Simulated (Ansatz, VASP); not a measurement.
**K2Os in VASP and in Ansatz**

The input INCAR:

```
SYSTEM = K2Os
PREC     = Accurate       ! precision mode
ENCUT    = 520            ! plane-wave cutoff, eV
EDIFF    = 1E-6           ! SCF threshold, eV
ISMEAR   = 0              ! smearing method
SIGMA    = 0.1            ! smearing width, eV
LREAL    = .FALSE.        ! projectors in reciprocal space
LASPH    = .TRUE.         ! aspherical terms in the spheres
NELM     = 150            ! most SCF steps
ALGO     = Normal         ! electronic algorithm
ISIF     = 2              ! what is computed and relaxed
LWAVE    = .FALSE.        ! write WAVECAR
LCHARG   = .TRUE.         ! write CHGCAR
ISPIN    = 2              ! spin polarisation
MAGMOM   = 0 0 1          ! initial moments
LORBIT   = 11             ! projections on sites
LMAXMIX  = 4              ! l up to which the mixer works
GGA      = PE             ! functional
LELF     = .TRUE.         ! ELF
LVHAR    = .TRUE.       
NBANDS   = 24             ! bands
```

File KPOINTS:

```
regular mesh
0
G
  4 4 4
  0 0 0
```

File POSCAR:

```
K2Os
1.0
    0.0000000000      3.9165194069      3.9165194069
    3.9165194069      0.0000000000      3.9165194069
    3.9165194069      3.9165194069      0.0000000000
K Os
2 1
Direct
    0.2500000000      0.2500000000      0.2500000000
    0.7500000000      0.7500000000      0.7500000000
    0.0000000000      0.0000000000      0.0000000000
```

Input for Ansatz:

```yaml
crystal:
  lattice:
    - [0.0, 3.9165194069, 3.9165194069]
    - [3.9165194069, 0.0, 3.9165194069]
    - [3.9165194069, 3.9165194069, 0.0]
  atoms:
    - { symbol: K, position: [0.25, 0.25, 0.25] }
    - { symbol: K, position: [0.75, 0.75, 0.75] }
    - { symbol: Os, position: [0.0, 0.0, 0.0], spin: 1.0 }
basis:
  ecutwfc: 420
kpoints:
  mp_grid: { grid: [4, 4, 4] }
hamiltonian:
  xc: pbe
scf:
  occupations: { method: gaussian, width: 0.1 }
  lower_state_search: "off"
output:
  forces: true
  stress: true
  eigenvalues: true
  populations: true
magnetization:
  spin_polarized: true
```

Alike in both runs: task single point; functional PBE; k mesh 4 × 4 × 4; occupations gaussian, width 0.1 eV; collinear spin.

|  | VASP | Ansatz |
| --- | --- | --- |
| version | VASP 6.6.1 | Ansatz 0.2.0 |
| potentials or method | VASP PAW PBE potentials, release 64 (K_sv, Os), cutoff 520 eV | scalar-relativistic, plane waves, PAW |
| valence electrons in the cell | 26 | 34 |

```csv
,VASP,Ansatz,Ansatz less VASP
gap on the k mesh at the Fermi level (eV),none,none,-
pressure (GPa),0.4,0.4,-0.01
net moment per atom (μB),0.68,0.68,+0.001
size of the moment on the site where the two differ most (μB),1.99,2.02,+0.036
```

Site moments also hang on the region over which each program counts them. A gap of «none» marks a metal or a gap that the smearing closes. VASP's potentials hold 26 valence electrons a cell and Ansatz's 34, so a difference there can come from the potentials and not from the codes. Ansatz's warnings: stability check not made.

Spin-orbit coupling is off throughout.
